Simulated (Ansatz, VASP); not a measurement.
## ZrGe2Pd3: VASP beside Ansatz

The input INCAR:

```
ALGO = Fast
EDIFF = 1E-6
EDIFFG = -0.08
ENCUT = 600
GGA = PE
IBRION = 2
ISIF = 3
ISMEAR = 0
LASPH = T
LCHARG = F
LREAL = F
LWAVE = F
NELM = 60
NSW = 36
PREC = Accurate
SIGMA = 0.2
```

The input KPOINTS:

```
k-points
0
Gamma
  4 4 3
```

File POSCAR:

```
ZrGe2Pd3
1.0
    4.7028863100      0.0000000000      0.0000000000
    0.0000000000      4.7028863100      0.0000000000
    0.0000000000      0.0000000000      5.2665079200
Zr Ge Pd
1 2 3
Direct
    0.0000000000      0.0000000000      0.0000000000
    0.5000000000      0.0000000000      0.0000000000
    0.0000000000      0.5000000000      0.0000000000
    0.5000000000      0.5000000000      0.5000000000
    0.5000000000      0.5000000000      0.0000000000
    0.0000000000      0.0000000000      0.5000000000
```

Input for Ansatz:

```yaml
crystal:
  lattice:
    - [4.70288631, 0.0, 0.0]
    - [0.0, 4.70288631, 0.0]
    - [0.0, 0.0, 5.26650792]
  atoms:
    - { symbol: Zr, position: [0.0, 0.0, 0.0] }
    - { symbol: Ge, position: [0.5, 0.0, 0.0] }
    - { symbol: Ge, position: [0.0, 0.5, 0.0] }
    - { symbol: Pd, position: [0.5, 0.5, 0.5] }
    - { symbol: Pd, position: [0.5, 0.5, 0.0] }
    - { symbol: Pd, position: [0.0, 0.0, 0.5] }
basis:
  ecutwfc: 420
kpoints:
  mp_grid: { grid: [4, 4, 3] }
hamiltonian:
  xc: pbe
scf:
  occupations: { method: gaussian, width: 0.2 }
  lower_state_search: "off"
output:
  forces: true
  stress: true
  eigenvalues: true
relax:
  adjacent_minimum: "off"
  f_tol: 0.08
  max_steps: 16
  cell: { stress_tol: 0.8 }
```

Alike in both runs: task relaxation of cell and atoms; functional PBE; k mesh 4 × 4 × 3; occupations gaussian, width 0.2 eV; no spin polarisation.

```csv
,VASP,Ansatz
version,VASP 6.6.1,Ansatz 0.2.0
potentials or method,"VASP PAW PBE potentials, release 64 (Zr_sv, Ge_d, Pd), cutoff 600 eV","scalar-relativistic, plane waves, PAW"
valence electrons in the cell,70,94
```

```tsv
	VASP	Ansatz	Ansatz less VASP
gap on the k mesh at the Fermi level, each at its own relaxed structure (eV)	none	none	-
relaxed volume (Å³/atom)	22.77	22.71	-0.059
relaxed cell length with the largest relative difference (Å)	5.117	5.106	-0.0114
```

A gap of «none» marks a metal or a gap that the smearing closes. VASP's potentials hold 70 valence electrons a cell and Ansatz's 94, so a difference there can come from the potentials and not from the codes.

The k mesh is coarse, so the values compare programs but aren't converged. Noted on VASP's run: the volume moved by over 15 % at a fixed basis, so the end points are rough.
